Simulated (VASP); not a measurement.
# Si2Mo (I4/mmm) in VASP: further runs, part 2 of 3

VASP 6.6.1. The steps go on from the part before.

### 4 Electric field gradients, PBEsol (equal xx and yy strain of -2 %)

INCAR

```
SYSTEM = Si2Mo
PREC = Accurate ; ENCUT = 520
EDIFF = 1E-8 ; ISMEAR = -1
SIGMA = 0.08 ; LREAL = .False.
LASPH = .True. ; NELM = 60
ALGO = Normal ; ISIF = 2
LWAVE = .False. ; LCHARG = .False.
GGA = PS ; LEFG = .True.
NBANDS = 18
```

KPOINTS

```
regular mesh
0
Gamma
  16 16 16
  0 0 0
```

POSCAR

```
Si2Mo
1.0
   -1.5680000000      1.5680000000      3.9305000000
    1.5680000000     -1.5680000000      3.9305000000
    1.5680000000      1.5680000000     -3.9305000000
Si Mo
2 1
Direct
    0.3330000000      0.3330000000      0.0000000000
    0.6670000000      0.6670000000      0.0000000000
    0.0000000000      0.0000000000      0.0000000000
```

Potentials or basis: VASP PAW PBE potentials, release 64 (Si, Mo_sv).

On the command line:

```console
$ cat potpaw_PBE.64/Si/POTCAR potpaw_PBE.64/Mo_sv/POTCAR > POTCAR
$ mpirun -np 1 vasp_std > vasp.out
```

OUTCAR:

```text
SYSTEM = Si2Mo
   PREC = Accurate
   ENCUT = 520
   EDIFF = 1E-8
   ISMEAR = -1
   LREAL = .False.
   LASPH = .True.
   NELM = 60
   ISIF = 2
   GGA = PS

 ion  position               nearest neighbor table
   1  0.333  0.333  0.000-   2 2.57   2 2.57   2 2.57   2 2.57   3 2.58   3 2.58   3 2.58   3 2.58
                             3 2.62   2 2.63
   2  0.667  0.667  0.000-   1 2.57   1 2.57   1 2.57   1 2.57   3 2.58   3 2.58   3 2.58   3 2.58
                             3 2.62   1 2.63
   3  0.000  0.000  0.000-   2 2.58   1 2.58   2 2.58   1 2.58   2 2.58   1 2.58   1 2.58   2 2.58
                             1 2.62   2 2.62

  LATTYP: Found a body centered tetragonal cell.
 ALAT       =     3.1360000000
 C/A-ratio  =     2.5066964286

  Lattice vectors:

 A1 = (  -1.5680000000,   1.5680000000,   3.9305000000)
 A2 = (   1.5680000000,  -1.5680000000,   3.9305000000)
 A3 = (   1.5680000000,   1.5680000000,  -3.9305000000)

Analysis of symmetry for initial positions (statically):
=====================================================================
 Subroutine PRICEL returns:
 Original cell was already a primitive cell.

 Routine SETGRP: Setting up the symmetry group for a
 body centered tetragonal supercell.

 Subroutine GETGRP returns: Found 16 space group operations
 (whereof 16 operations were pure point group operations)
 out of a pool of 16 trial point group operations.

The static configuration has the point symmetry D_4h.

Analysis of symmetry for dynamics (positions and initial velocities):
=====================================================================
 Subroutine PRICEL returns:
 Original cell was already a primitive cell.

 Routine SETGRP: Setting up the symmetry group for a
 body centered tetragonal supercell.

[... 166 lines left out ...]
      4     -21.8583      2.00000
      5      -0.9849      2.00000
      6       6.1644      2.00000
[... 481 lines left out ...]
      5      -0.8575      2.00000
      6       6.2833      2.00000
[... 10 lines left out ...]
     17      18.2434      0.00000
     18      18.6549      0.00000

 [... further k-points ...]
[... 5 lines left out ...]
  --------------------------------------------------------------------------------------
  -------------------------------------------------------------------------------------
  Total        2.2831795      2.2831795      0.2482319      0.0000000     -0.0000000      0.0000000
  in kB       94.6347687     94.6347687     10.2888845      0.0000000     -0.0000000      0.0000000
  external PRESSURE =      66.5194740 kB  Pullay stress =       0.0000000 kB

 VOLUME and BASIS-vectors are now :
 -----------------------------------------------------------------------------
  energy-cutoff  :      520.00
  volume of cell :       38.65
      direct lattice vectors                 reciprocal lattice vectors
    -1.568000000  1.568000000  3.930500000     0.000000000  0.318877551  0.127210279
     1.568000000 -1.568000000  3.930500000     0.318877551  0.000000000  0.127210279
     1.568000000  1.568000000 -3.930500000     0.318877551  0.318877551  0.000000000

 POSITION                                       TOTAL-FORCE (eV/Angst)
 -----------------------------------------------------------------------------------
      0.00000      0.00000      2.61771         0.000000      0.000000      0.257890
      0.00000      0.00000      5.24329        -0.000000     -0.000000     -0.257890
      0.00000      0.00000      0.00000        -0.000000     -0.000000      0.000000
 -----------------------------------------------------------------------------------
    total drift:                                0.000000      0.000000     -0.000000

  FREE ENERGIE OF THE ION-ELECTRON SYSTEM (eV)
  ---------------------------------------------------
  free  energy   TOTEN  =       -25.0380935986 eV

  energy  without entropy=      -25.0318107320  energy(sigma->0) =      -25.03495217

 Electric field gradients (V/A^2)
---------------------------------------------------------------------
 ion       V_xx      V_yy      V_zz      V_xy      V_xz      V_yz
---------------------------------------------------------------------
   1       4.732     4.732    -9.464    -0.000    -0.000    -0.000
   2       4.732     4.732    -9.464    -0.000    -0.000    -0.000
   3      20.236    20.236   -40.472     0.001     0.000     0.000
---------------------------------------------------------------------

 Electric field gradients after diagonalization (V/A^2)
 (convention: |V_zz| > |V_xx| > |V_yy|)
----------------------------------------------------------------------
 ion       V_xx      V_yy      V_zz     asymmetry (V_yy - V_xx)/ V_zz
----------------------------------------------------------------------
   1       4.732     4.732    -9.464       0.000
   2       4.732     4.732    -9.464       0.000
   3      20.237    20.235   -40.472       0.000
----------------------------------------------------------------------

           NMR quadrupolar parameters

 Cq : quadrupolar parameter    Cq=e*Q*V_zz/h
 eta: asymmetry parameters     (V_yy - V_xx)/ V_zz
 Q  : nuclear electric quadrupole moment in mb (millibarn)
----------------------------------------------------------------------
 ion       Cq(MHz)       eta       Q (mb)
----------------------------------------------------------------------
   1      -0.023       0.000       1.000
   2      -0.023       0.000       1.000
   3      -0.098       0.000       1.000
----------------------------------------------------------------------
```

OSZICAR:

```text
N       E                     dE             d eps       ncg     rms          rms(c)
DAV:   1     0.119348215571E+03    0.11935E+03   -0.11334E+04 12588   0.117E+03
DAV:   2    -0.228580483219E+02   -0.14221E+03   -0.13931E+03 14952   0.299E+02
DAV:   3    -0.259635906960E+02   -0.31055E+01   -0.30701E+01 15562   0.393E+01
DAV:   4    -0.259801991058E+02   -0.16608E-01   -0.16593E-01 14694   0.316E+00
DAV:   5    -0.259803096485E+02   -0.11054E-03   -0.11054E-03 14840   0.269E-01    0.245E+01
DAV:   6    -0.252051468607E+02    0.77516E+00   -0.53504E+00 13316   0.154E+01    0.559E+00
DAV:   7    -0.250801962035E+02    0.12495E+00   -0.82003E-01 13138   0.541E+00    0.508E+00
DAV:   8    -0.250393187241E+02    0.40877E-01   -0.10811E-01 13618   0.241E+00    0.471E-01
DAV:   9    -0.250382218467E+02    0.10969E-02   -0.19985E-03 14860   0.356E-01    0.236E-01
DAV:  10    -0.250381068860E+02    0.11496E-03   -0.49003E-04 14002   0.186E-01    0.640E-02
DAV:  11    -0.250380961198E+02    0.10766E-04   -0.13592E-04 13770   0.853E-02    0.329E-02
DAV:  12    -0.250380945601E+02    0.15597E-05   -0.22783E-05 13482   0.338E-02    0.124E-02
DAV:  13    -0.250380937004E+02    0.85970E-06   -0.23926E-06 13420   0.126E-02    0.274E-03
DAV:  14    -0.250380936132E+02    0.87170E-07   -0.36032E-08 14904   0.138E-03    0.450E-04
DAV:  15    -0.250380935953E+02    0.17950E-07   -0.14118E-09  7146   0.310E-04    0.390E-04
DAV:  16    -0.250380935986E+02   -0.33406E-08   -0.19501E-10  6858   0.108E-04
   1 F= -.25038094E+02 E0= -.25034952E+02  d E =-.628287E-02
```

It took 14 min on 1 thread of Oxide Virtual Turin-like, shared host; peak memory 0.35 GiB.

What came out:

* Free energy: -25.0381 eV
* Pressure: 6.7 GPa
* Largest force: 0.258 eV/Å
* Band gap on the k mesh: zero (band 11 reaches 13.45 eV, above the bottom of band 12 at 12.43 eV)

Forces in eV/Å, atoms in the order of the input:
```
Si   0.000  0.000  0.258
Si   0.000  0.000 -0.258
Mo   0.000  0.000  0.000
```

Electric field gradients, principal values (V/Å²):
```
atom   least  middle  greatest (by size)
1 Si   4.732   4.732              -9.464
2 Si   4.732   4.732              -9.464
3 Mo  20.235  20.237             -40.472
```

Caveat: the cell differs from its parent crystal (equal xx and yy strain of -2 %); without QUAD_EFG the Cq values of the log hold for a quadrupole moment of 1 mb, not for the nuclei; the PAW data sets were made with another functional, which shifts forces and pressure a little.

### 5 Electric field gradients, PBEsol (equal xx and yy strain of -1 %)

INCAR

```
PREC = Accurate
ENCUT = 520
EDIFF = 1E-8
ISMEAR = -1
SIGMA = 0.08
LREAL = F
LASPH = T
NELM = 80
ALGO = Normal
ISIF = 2
LWAVE = F
LCHARG = F
GGA = PS
LEFG = T
NBANDS = 18
```

KPOINTS

```
Automatic mesh
0
Gamma
  16 16 16
```

POSCAR

```
Si2Mo
1.0
   -1.5840000000      1.5840000000      3.9305000000
    1.5840000000     -1.5840000000      3.9305000000
    1.5840000000      1.5840000000     -3.9305000000
Si Mo
2 1
Direct
    0.3330000000      0.3330000000      0.0000000000
    0.6670000000      0.6670000000      0.0000000000
    0.0000000000      0.0000000000      0.0000000000
```

Potentials or basis: VASP PAW PBE potentials, release 64 (Si, Mo_sv).

On the command line:

```console
$ cat potpaw_PBE.64/Si/POTCAR potpaw_PBE.64/Mo_sv/POTCAR > POTCAR
$ mpirun -np 1 vasp_std > vasp.out
```

OUTCAR:

```text
PREC = Accurate
   ENCUT = 520
   EDIFF = 1E-8
   ISMEAR = -1
   LREAL = F
   LASPH = T
   NELM = 80
   ISIF = 2
   GGA = PS

 ion  position               nearest neighbor table
   1  0.333  0.333  0.000-   2 2.59   2 2.59   2 2.59   2 2.59   3 2.60   3 2.60   3 2.60   3 2.60
                             3 2.62   2 2.63
   2  0.667  0.667  0.000-   1 2.59   1 2.59   1 2.59   1 2.59   3 2.60   3 2.60   3 2.60   3 2.60
                             3 2.62   1 2.63
   3  0.000  0.000  0.000-   2 2.60   1 2.60   2 2.60   1 2.60   2 2.60   1 2.60   1 2.60   2 2.60
                             1 2.62   2 2.62

  LATTYP: Found a body centered tetragonal cell.
 ALAT       =     3.1680000000
 C/A-ratio  =     2.4813762626

  Lattice vectors:

 A1 = (  -1.5840000000,   1.5840000000,   3.9305000000)
 A2 = (   1.5840000000,  -1.5840000000,   3.9305000000)
 A3 = (   1.5840000000,   1.5840000000,  -3.9305000000)

Analysis of symmetry for initial positions (statically):
=====================================================================
 Subroutine PRICEL returns:
 Original cell was already a primitive cell.

 Routine SETGRP: Setting up the symmetry group for a
 body centered tetragonal supercell.

 Subroutine GETGRP returns: Found 16 space group operations
 (whereof 16 operations were pure point group operations)
 out of a pool of 16 trial point group operations.

The static configuration has the point symmetry D_4h.

Analysis of symmetry for dynamics (positions and initial velocities):
=====================================================================
 Subroutine PRICEL returns:
 Original cell was already a primitive cell.

 Routine SETGRP: Setting up the symmetry group for a
 body centered tetragonal supercell.

[... 166 lines left out ...]
      4     -22.2075      2.00000
      5      -1.1295      2.00000
      6       5.9956      2.00000
[... 481 lines left out ...]
      5      -1.0052      2.00000
      6       6.1097      2.00000
[... 10 lines left out ...]
     17      17.8576      0.00000
     18      18.2173      0.00000

 [... further k-points ...]
[... 5 lines left out ...]
  --------------------------------------------------------------------------------------
  -------------------------------------------------------------------------------------
  Total        0.8555924      0.8555924     -0.2989878      0.0000000     -0.0000000      0.0000000
  in kB       34.7503650     34.7503650    -12.1435567      0.0000000     -0.0000000      0.0000000
  external PRESSURE =      19.1190578 kB  Pullay stress =       0.0000000 kB

 VOLUME and BASIS-vectors are now :
 -----------------------------------------------------------------------------
  energy-cutoff  :      520.00
  volume of cell :       39.45
      direct lattice vectors                 reciprocal lattice vectors
    -1.584000000  1.584000000  3.930500000     0.000000000  0.315656566  0.127210279
     1.584000000 -1.584000000  3.930500000     0.315656566  0.000000000  0.127210279
     1.584000000  1.584000000 -3.930500000     0.315656566  0.315656566  0.000000000

 POSITION                                       TOTAL-FORCE (eV/Angst)
 -----------------------------------------------------------------------------------
      0.00000      0.00000      2.61771        -0.000000     -0.000000      0.292919
      0.00000      0.00000      5.24329         0.000000      0.000000     -0.292919
      0.00000      0.00000      0.00000        -0.000000     -0.000000      0.000000
 -----------------------------------------------------------------------------------
    total drift:                                0.000000      0.000000     -0.000000

  FREE ENERGIE OF THE ION-ELECTRON SYSTEM (eV)
  ---------------------------------------------------
  free  energy   TOTEN  =       -25.0700340316 eV

  energy  without entropy=      -25.0637981107  energy(sigma->0) =      -25.06691607

 Electric field gradients (V/A^2)
---------------------------------------------------------------------
 ion       V_xx      V_yy      V_zz      V_xy      V_xz      V_yz
---------------------------------------------------------------------
   1       5.320     5.320   -10.639    -0.000    -0.000    -0.000
   2       5.320     5.320   -10.639    -0.000    -0.000    -0.000
   3      24.862    24.862   -49.725     0.001     0.000     0.000
---------------------------------------------------------------------

 Electric field gradients after diagonalization (V/A^2)
 (convention: |V_zz| > |V_xx| > |V_yy|)
----------------------------------------------------------------------
 ion       V_xx      V_yy      V_zz     asymmetry (V_yy - V_xx)/ V_zz
----------------------------------------------------------------------
   1       5.320     5.320   -10.639       0.000
   2       5.320     5.320   -10.639       0.000
   3      24.863    24.861   -49.725       0.000
----------------------------------------------------------------------

           NMR quadrupolar parameters

 Cq : quadrupolar parameter    Cq=e*Q*V_zz/h
 eta: asymmetry parameters     (V_yy - V_xx)/ V_zz
 Q  : nuclear electric quadrupole moment in mb (millibarn)
----------------------------------------------------------------------
 ion       Cq(MHz)       eta       Q (mb)
----------------------------------------------------------------------
   1      -0.026       0.000       1.000
   2      -0.026       0.000       1.000
   3      -0.120       0.000       1.000
----------------------------------------------------------------------
```

OSZICAR:

```text
N       E                     dE             d eps       ncg     rms          rms(c)
DAV:   1     0.119068689623E+03    0.11907E+03   -0.11297E+04 12604   0.116E+03
DAV:   2    -0.229683570818E+02   -0.14204E+03   -0.13925E+03 14936   0.299E+02
DAV:   3    -0.260187081649E+02   -0.30504E+01   -0.30234E+01 15654   0.390E+01
DAV:   4    -0.260349213587E+02   -0.16213E-01   -0.16200E-01 14836   0.314E+00
DAV:   5    -0.260350283914E+02   -0.10703E-03   -0.10703E-03 14686   0.266E-01    0.234E+01
DAV:   6    -0.252450433433E+02    0.78999E+00   -0.56593E+00 13266   0.157E+01    0.517E+00
DAV:   7    -0.251127319965E+02    0.13231E+00   -0.86893E-01 13082   0.558E+00    0.484E+00
DAV:   8    -0.250712474995E+02    0.41484E-01   -0.10913E-01 13592   0.240E+00    0.457E-01
DAV:   9    -0.250701633336E+02    0.10842E-02   -0.20387E-03 15016   0.356E-01    0.243E-01
DAV:  10    -0.250700494972E+02    0.11384E-03   -0.50514E-04 13938   0.190E-01    0.615E-02
DAV:  11    -0.250700371293E+02    0.12368E-04   -0.15594E-04 13740   0.923E-02    0.382E-02
DAV:  12    -0.250700348293E+02    0.23000E-05   -0.24528E-05 13412   0.353E-02    0.106E-02
DAV:  13    -0.250700341602E+02    0.66905E-06   -0.18226E-06 13486   0.112E-02    0.256E-03
DAV:  14    -0.250700340491E+02    0.11109E-06   -0.29117E-08 13968   0.122E-03    0.493E-04
DAV:  15    -0.250700340286E+02    0.20519E-07   -0.26986E-09  7090   0.417E-04    0.590E-04
DAV:  16    -0.250700340316E+02   -0.30027E-08   -0.46477E-10  6892   0.169E-04
   1 F= -.25070034E+02 E0= -.25066916E+02  d E =-.623592E-02
```

stdout:

```text
POSCAR found type information on POSCAR SiMo
 POSCAR found :  2 types and       3 ions
 scaLAPACK will be used
 -----------------------------------------------------------------------------
|                                                                             |
|                                                                             |
|     You enforced a specific xc type in the INCAR file but a different       |
|     I HOPE YOU KNOW WHAT YOU ARE DOING!                                     |
|                                                                             |
 -----------------------------------------------------------------------------

 LDA part: xc-table for (Slater+PW92), standard interpolation
 POSCAR, INCAR and KPOINTS ok, starting setup
 FFT: planning ... GRIDC
 FFT: planning ... GRID_SOFT
 FFT: planning ... GRID
 WAVECAR not read
 entering main loop
ion   1

ion   2

ion   3
```

Run time: 13 min. Hardware: 1 thread of Oxide Virtual Turin-like, shared host; peak memory 0.34 GiB.

Results:

```yaml
Free_energy: -25.0700 eV
Pressure: 1.9 GPa
Largest_force: 0.293 eV/Å
Band_gap_on_the_k_mesh: zero (band 11 reaches 13.07 eV, above the bottom of band 12 at 12.04 eV)
```

Forces on the atoms (eV/Å):
```
Si   0.000  0.000  0.293
Si   0.000  0.000 -0.293
Mo   0.000  0.000  0.000
```

Electric field gradients, principal values (V/Å²):
| atom | least | middle | greatest (by size) |
| --- | --- | --- | --- |
| 1 Si | 5.320 | 5.320 | -10.639 |
| 2 Si | 5.320 | 5.320 | -10.639 |
| 3 Mo | 24.861 | 24.863 | -49.725 |

Caveat: the cell differs from its parent crystal (equal xx and yy strain of -1 %); without QUAD_EFG the Cq values of the log hold for a quadrupole moment of 1 mb, not for the nuclei; the PAW data sets were made with another functional, which shifts forces and pressure a little.

(Continued in part 3 of 3.)
